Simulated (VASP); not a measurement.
A run of VASP 6.6.1 is set up as follows.

INCAR

```
SYSTEM = NaH
PREC = Accurate
ENCUT = 520
EDIFF = 1E-6
ISMEAR = 0
SIGMA = 0.01
LREAL = .FALSE.
LASPH = .TRUE.
NELM = 80
ALGO = Normal
ISIF = 2
LWAVE = .FALSE.
LCHARG = .FALSE.
GGA = PE
NBANDS = 11
```

Contents of KPOINTS:

```
regular mesh
0
G
  6 6 6
  0 0 0
```

The input POSCAR:

```
NaH
1.0
    0.0000000000      2.5969210594      2.5969210594
    2.5969210594      0.0000000000      2.5969210594
    2.5969210594      2.5969210594      0.0000000000
Na H
1 1
Direct
    0.0000000000      0.0000000000      0.0000000000
    0.2500000000      0.2500000000      0.2500000000
```

Potentials or basis: VASP PAW PBE potentials, release 64 (Na_pv, H).

Run with:

```sh
$ cat potpaw_PBE.64/Na_pv/POTCAR potpaw_PBE.64/H/POTCAR > POTCAR
$ mpirun -np 1 vasp_std > vasp.out
```

Task: Predict the pressure.

Result: 0.2 GPa.

Task: Estimate the band gap on the k mesh.

Result: 3.63 eV (least direct gap 4.32 eV).

A k mesh can miss the band edges.
